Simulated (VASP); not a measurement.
# Si (Fd-3m) in VASP: single point with HSE06

Aim: the single point of Si with HSE06.

Everything below comes from runs of VASP 6.6.1. Logs are shortened: lines on timing, memory, paths and dates and some standing lists are left out, and cuts for length are marked.

## Step 1: The cell of the first run

Symmetry: Fd-3m, No. 227, cubic system. The conventional cell has a = 5.433 Å, b = 5.433 Å, c = 5.433 Å, α = 90.00°, β = 90.00°, γ = 90.00°. Within 3.1 Å of Si (site symmetry -43m) lie 4 Si at 2.35 Å.

## Step 2: Single point, HSE06

File POSCAR:

```
Si
1.0
    0.0000000000      2.7163950000      2.7163950000
    2.7163950000      0.0000000000      2.7163950000
    2.7163950000      2.7163950000      0.0000000000
Si
2
Direct
    0.0000000000      0.0000000000      0.0000000000
    0.2500000000      0.2500000000      0.2500000000
```

File INCAR.step1:

```
SYSTEM = Si
PREC     = Accurate       ! precision mode
ENCUT    = 520            ! plane-wave cutoff, eV
EDIFF    = 1E-5           ! SCF threshold, eV
ISMEAR   = -1             ! smearing method
SIGMA    = 0.05           ! smearing width, eV
LREAL    = .FALSE.        ! projectors in reciprocal space
LASPH    = .TRUE.         ! aspherical terms in the spheres
NELM     = 100            ! most SCF steps
ALGO     = Normal         ! electronic algorithm
ISIF     = 2              ! what is computed and relaxed
LWAVE    = .TRUE.         ! write WAVECAR
LCHARG   = .FALSE.        ! write CHGCAR
GGA      = PE             ! functional
NBANDS   = 11             ! bands
```

File INCAR.step2:

```
SYSTEM = Si
PREC     = Accurate       ! precision mode
ENCUT    = 520            ! plane-wave cutoff, eV
EDIFF    = 1E-6           ! SCF threshold, eV
ISMEAR   = -1             ! smearing method
SIGMA    = 0.05           ! smearing width, eV
LREAL    = .FALSE.        ! projectors in reciprocal space
LASPH    = .TRUE.         ! aspherical terms in the spheres
NELM     = 100            ! most SCF steps
ALGO     = Normal         ! electronic algorithm
ISIF     = 2              ! what is computed and relaxed
LWAVE    = .FALSE.        ! write WAVECAR
LCHARG   = .FALSE.        ! write CHGCAR
GGA      = PE             ! functional
LHFCALC  = .TRUE.         ! exact exchange
HFSCREEN = 0.2079         ! screening, 1/A
PRECFOCK = Normal       
ISTART   = 1            
NBANDS   = 11             ! bands
```

File KPOINTS:

```
regular mesh
0
G
  8 8 8
  0 0 0
```

Potentials or basis: VASP PAW PBE potentials, release 64 (Si).

Run with:

```
$ cat potpaw_PBE.64/Si/POTCAR > POTCAR
$ cp INCAR.step1 INCAR
$ mpirun -np 1 vasp_std > vasp.out
$ cp INCAR.step2 INCAR
$ mpirun -np 1 vasp_std > vasp.out
```

OUTCAR:

```text
SYSTEM = Si
   PREC = Accurate
   ENCUT = 520
   EDIFF = 1E-6
   ISMEAR = -1
   LREAL = .FALSE.
   LASPH = .TRUE.
   NELM = 100
   ISIF = 2
   GGA = PE
   LHFCALC = .TRUE.
   HFSCREEN = 0.2079
   PRECFOCK = Normal
   ISTART = 1

 ion  position               nearest neighbor table
   1  0.000  0.000  0.000-   2 2.35   2 2.35   2 2.35   2 2.35
   2  0.250  0.250  0.250-   1 2.35   1 2.35   1 2.35   1 2.35

  LATTYP: Found a face centered cubic cell.
 ALAT       =     5.4327900000

  Lattice vectors:

 A1 = (   0.0000000000,   2.7163950000,   2.7163950000)
 A2 = (   2.7163950000,   0.0000000000,   2.7163950000)
 A3 = (   2.7163950000,   2.7163950000,   0.0000000000)

Analysis of symmetry for initial positions (statically):
=====================================================================
 Subroutine PRICEL returns:
 Original cell was already a primitive cell.

 Routine SETGRP: Setting up the symmetry group for a
 face centered cubic supercell.

 Subroutine GETGRP returns: Found 48 space group operations
 (whereof 24 operations were pure point group operations)
 out of a pool of 48 trial point group operations.

The static configuration has the point symmetry T_d .
 The point group associated with its full space group is O_h .

Analysis of symmetry for dynamics (positions and initial velocities):
=====================================================================
 Subroutine PRICEL returns:
 Original cell was already a primitive cell.

 Routine SETGRP: Setting up the symmetry group for a
 face centered cubic supercell.

 Subroutine GETGRP returns: Found 48 space group operations
 (whereof 24 operations were pure point group operations)
 out of a pool of 48 trial point group operations.

The dynamic configuration has the point symmetry T_d .
 The point group associated with its full space group is O_h .

 Subroutine INISYM returns: Found 48 space group operations
 (whereof 24 operations are pure point group operations),
 and found     1 'primitive' translations

----------------------------------------------------------------------------------------

                                     Primitive cell

  volume of cell :      40.0875

  direct lattice vectors                    reciprocal lattice vectors
     0.000000000  2.716395000  2.716395000    -0.184067487  0.184067487  0.184067487
     2.716395000  0.000000000  2.716395000     0.184067487 -0.184067487  0.184067487
     2.716395000  2.716395000  0.000000000     0.184067487  0.184067487 -0.184067487

  length of vectors
     3.841562650  3.841562650  3.841562650     0.318814239  0.318814239  0.318814239

  position of ions in fractional coordinates (direct lattice)
     0.000000000  0.000000000  0.000000000
     0.250000000  0.250000000  0.250000000

  ion indices of the primitive-cell ions
   primitive index   ion index
                 1           1
                 2           2

----------------------------------------------------------------------------------------

 KPOINTS: regular mesh

Automatic generation of k-mesh.
 Grid dimensions read from file:
 generate k-points for:    8    8    8

 Generating k-lattice:

  Cartesian coordinates                     Fractional coordinates (reciprocal lattice)
    -0.023008436  0.023008436  0.023008436     0.125000000  0.000000000  0.000000000
     0.023008436 -0.023008436  0.023008436     0.000000000  0.125000000  0.000000000
     0.023008436  0.023008436 -0.023008436     0.000000000  0.000000000  0.125000000

  Length of vectors
     0.039851780  0.039851780  0.039851780

  Shift w.r.t. Gamma in fractional coordinates (k-lattice)
     0.000000000  0.000000000  0.000000000

 Subroutine IBZKPT returns following result:
 ===========================================

 Found     29 irreducible k-points:

 Following reciprocal coordinates:
            Coordinates               Weight
  0.000000  0.000000  0.000000      1.000000
  0.125000  0.000000  0.000000      8.000000
  0.250000  0.000000  0.000000      8.000000
  0.375000  0.000000  0.000000      8.000000
  0.500000  0.000000  0.000000      4.000000
  0.125000  0.125000  0.000000      6.000000
[... 16 lines left out ...]
  0.500000  0.250000  0.125000     48.000000
 -0.375000  0.250000  0.125000     24.000000
 [... further k-points ...]
   k-points           NKPTS =     29   k-points in BZ     NKDIM =    512   number of bands    NBANDS=     11
   number of dos      NEDOS =    301   number of ions     NIONS =      2
   total plane-waves  NPLWV =  27000
   dimension x,y,z NGX =    30 NGY =   30 NGZ =   30
   dimension x,y,z NGXF=    60 NGYF=   60 NGZF=   60
   ions per type =               2
   NGX,Y,Z   is equivalent  to a cutoff of  12.98, 12.98, 12.98 a.u.
   NGXF,Y,Z  is equivalent  to a cutoff of  25.97, 25.97, 25.97 a.u.
 SYSTEM =  Si
   PREC   = accura    normal or accurate (medium, high low for compatibility)
   ISTART =      1    job   : 0-new  1-cont  2-samecut
   ICHARG =      0    charge: 1-file 2-atom 10-const
   ISPIN  =      1    spin polarized calculation?
   LNONCOLLINEAR =      F non collinear calculations
   LSORBIT =      F    spin-orbit coupling
   LASPH  =      T    aspherical Exc in radial PAW
   ENCUT  =  520.0 eV  38.22 Ry    6.18 a.u.   7.14  7.14  7.14*2*pi/ulx,y,z
   NELM   =    100;   NELMIN=  2; NELMDL=  0     # of ELM steps
   EDIFF  = 0.1E-05   stopping-criterion for ELM
   LREAL  =      F    real-space projection
   EDIFFG = 0.1E-04   stopping-criterion for IOM
   NSW    =      0    number of steps for IOM
   IBRION =     -1    ionic relax: 0-MD 1-quasi-New 2-CG
   NFREE  =      0    steps in history (QN), initial steepest desc. (CG)
   ISIF   =      2    stress and relaxation
   ISYM   =      3    0-nonsym 1-usesym 2-fastsym
   POTIM  = 0.5000    time-step for ionic-motion
   TEBEG  =    0.0;   TEEND  =   0.0 temperature during run
   PSTRESS=    0.0 pullay stress
   NELECT =       8.0000    total number of electrons
   NUPDOWN=      -1.0000    fix difference up-down
   EMIN   =  10.00;   EMAX   =-10.00  energy-range for DOS
   EFERMI =   0.00;   METHOD = LEGACY
   ISMEAR =    -1;   SIGMA  =   0.05  broadening in eV -4-tet -1-fermi 0-gaus
   EFERMI_NEDOS =   21; number of points for ismear=-14 and -15
   IALGO  =     38    algorithm
   IMIX   =      1    mixing-type and parameters
     AMIX     =   0.40;   BMIX     =  1.00
     AMIX_MAG =   1.60;   BMIX_MAG =  1.00
  volume/ion in A,a.u.               =      20.04       135.26
  Fermi-wavevector in a.u.,A,eV,Ry     =   0.956684  1.807871 12.452658  0.915245
  Thomas-Fermi vector in A             =   2.085634
   LORBIT       =      0    0 simple, 1 ext, 2 COOP (PROOUT), +10 PAW based schemes
   GGA     = PE    functional components
   LHFCALC =     T    Hartree Fock is set to
   PRECFOCK=normal    Normal, Fast or Accurate (Low or Medium for compatibility)
   ENCUT4O =  -1.0   cutoff for four orbital integrals eV
   NKREDX  =     1    reduce k-point grid by
   NKREDY  =     1    reduce k-point grid by
   NKREDZ  =     1    reduce k-point grid by
   AEXX    =    0.2500 exact exchange contribution
   HFSCREEN=    0.2079 screening length (either q_TF or 0.3 A-1)
   HFSCREENC=   0.2079 screening length for correlation (either q_TF or 0.3 A-1)
   ENCUTFOCK=  -1.0 apply spherical cutoff to Coloumb kernel
   IVDW    =     0    specifies the selected vdW correction
   LEPSILON=     F    determine dielectric tensor
   LRPA    =     F    only Hartree local field effects (RPA)
 non-spin polarized calculation
  energy-cutoff  :      520.00
  volume of cell :       40.09
 maximum number of plane-waves:      1106
 NGX is ok and might be reduce to    30
  NGX = 24; NGY = 24; NGZ = 24

 number of electron       8.0000000 magnetization

 Free energy of the ion-electron system (eV)
  ---------------------------------------------------
  ext. energy  EPLUGINS =         0.00000000
  ---------------------------------------------------
  free energy    TOTEN  =       -12.54968862 eV

  energy without entropy =      -12.54968845  energy(sigma->0) =      -12.54968853

 E-fermi :   6.0358     XC(G=0):  -7.8469

 val. band max:        5.4628592394   @ k =   0.0000   0.0000   0.0000
 cond. band min:       6.6488539275   @ k =   0.3750   0.3750   0.0000
 fundamental gap:      1.1859946881
 Fermi energy:         6.0357983982

 k-point     1 :       0.0000    0.0000    0.0000
  band No.  band energies     occupation
      1      -7.8206      2.00000
      2       5.4629      1.99998
      3       5.4629      1.99998
      4       5.4629      1.99998
      5       8.7845      0.00000
      6       8.7845      0.00000
      7       8.7845      0.00000
      8       9.7639      0.00000
      9      14.2455      0.00000
     10      14.2455      0.00000
     11      14.2496      0.00000

 k-point     2 :       0.1250    0.0000    0.0000
  band No.  band energies     occupation
      1      -7.5946      2.00000
      2       3.7689      2.00000
      3       5.1629      2.00000
      4       5.1629      2.00000
      5       8.7247      0.00000
      6       9.2321      0.00000
      7       9.2321      0.00000
      8      11.1236      0.00000
      9      13.7103      0.00000
     10      13.7103      0.00000
     11      15.1007      0.00000

 k-point     3 :       0.2500    0.0000    0.0000
  band No.  band energies     occupation
      1      -6.9342      2.00000
      2       1.1751      2.00000
      3       4.6492      2.00000
      4       4.6492      2.00000
      5       8.2199      0.00000
      6       9.7883      0.00000
      7       9.7883      0.00000
      8      13.4430      0.00000
      9      13.6628      0.00000
     10      13.6628      0.00000
     11      15.3753      0.00000

 k-point     4 :       0.3750    0.0000    0.0000
  band No.  band energies     occupation
      1      -5.9409      2.00000
      2      -1.0974      2.00000
      3       4.2806      2.00000
      4       4.2806      2.00000
      5       7.8319      0.00000
      6       9.7208      0.00000
      7       9.7208      0.00000
      8      14.2702      0.00000
      9      15.1590      0.00000
     10      15.1590      0.00000
     11      16.2758      0.00000

 k-point     5 :       0.5000    0.0000    0.0000
  band No.  band energies     occupation
      1      -5.2306      2.00000
      2      -2.2467      2.00000
      3       4.1528      2.00000
      4       4.1528      2.00000
      5       7.6957      0.00000
      6       9.5984      0.00000
      7       9.5984      0.00000
      8      14.0777      0.00000
      9      17.2591      0.00000
     10      17.2591      0.00000
     11      17.9945      0.00000
[... 211 lines left out ...]
 k-point    21 :       0.5000    0.5000    0.0000
  band No.  band energies     occupation
      1      -3.2047      2.00000
      2      -3.2047      2.00000
      3       2.3315      2.00000
      4       2.3315      2.00000
      5       6.7516      0.00000
      6       6.7516      0.00000
      7      16.9391      0.00000
      8      16.9391      0.00000
      9      17.6884      0.00000
     10      17.6884      0.00000
     11      19.3022      0.00000

 k-point    22 :       0.3750    0.2500    0.1250
  band No.  band energies     occupation
      1      -6.3458      2.00000
      2       0.7598      2.00000
      3       2.5418      2.00000
      4       3.9313      2.00000
      5       8.6081      0.00000
      6      10.2431      0.00000
      7      10.4467      0.00000
      8      11.9259      0.00000
      9      14.3251      0.00000
     10      16.9854      0.00000
     11      17.6707      0.00000

 k-point    23 :       0.5000    0.2500    0.1250
  band No.  band energies     occupation
      1      -5.3569      2.00000
      2      -0.9824      2.00000
      3       1.8657      2.00000
      4       3.3811      2.00000
      5       9.0762      0.00000
      6       9.8035      0.00000
      7      11.3882      0.00000
      8      12.3815      0.00000
      9      15.6378      0.00000
     10      16.3863      0.00000
     11      18.5707      0.00000

 k-point    24 :      -0.3750    0.2500    0.1250
  band No.  band energies     occupation
      1      -4.6293      2.00000
      2      -2.0429      2.00000
      3       1.7213      2.00000
      4       3.1267      2.00000
      5       9.3097      0.00000
      6       9.3176      0.00000
      7      12.3588      0.00000
      8      13.6006      0.00000
      9      13.9632      0.00000
     10      17.2078      0.00000
     11      18.4369      0.00000

 [... further k-points ...]
[... 5 lines left out ...]
  --------------------------------------------------------------------------------------
  -------------------------------------------------------------------------------------
  Total        0.0072002      0.0072002      0.0072002     -0.0000000      0.0000000     -0.0000000
  in kB        0.2877702      0.2877702      0.2877702     -0.0000000      0.0000000     -0.0000000
  external PRESSURE =       0.2877702 kB  Pullay stress =       0.0000000 kB

 VOLUME and BASIS-vectors are now :
 -----------------------------------------------------------------------------
  energy-cutoff  :      520.00
  volume of cell :       40.09
      direct lattice vectors                 reciprocal lattice vectors
     0.000000000  2.716395000  2.716395000    -0.184067487  0.184067487  0.184067487
     2.716395000  0.000000000  2.716395000     0.184067487 -0.184067487  0.184067487
     2.716395000  2.716395000  0.000000000     0.184067487  0.184067487 -0.184067487

 POSITION                                       TOTAL-FORCE (eV/Angst)
 -----------------------------------------------------------------------------------
      0.00000      0.00000      0.00000         0.000000      0.000000     -0.000000
      1.35820      1.35820      1.35820        -0.000000     -0.000000      0.000000
 -----------------------------------------------------------------------------------
    total drift:                                0.000000      0.000000      0.000000

  FREE ENERGIE OF THE ION-ELECTRON SYSTEM (eV)
  ---------------------------------------------------
  free  energy   TOTEN  =       -12.5496886162 eV

  energy  without entropy=      -12.5496884513  energy(sigma->0) =      -12.54968853
```

Wall time 49 min (1 thread of Oxide Virtual Turin-like, shared host); peak memory 0.27 GiB.

Results:

| Quantity | Value |
| --- | --- |
| Free energy | -12.5497 eV |
| Pressure | 0.0 GPa |
| Band gap on the k mesh | 1.19 eV (least direct gap 3.32 eV) |

Caveat: the PAW data sets were made with another functional, which shifts forces and pressure a little. A k mesh can miss the band edges.
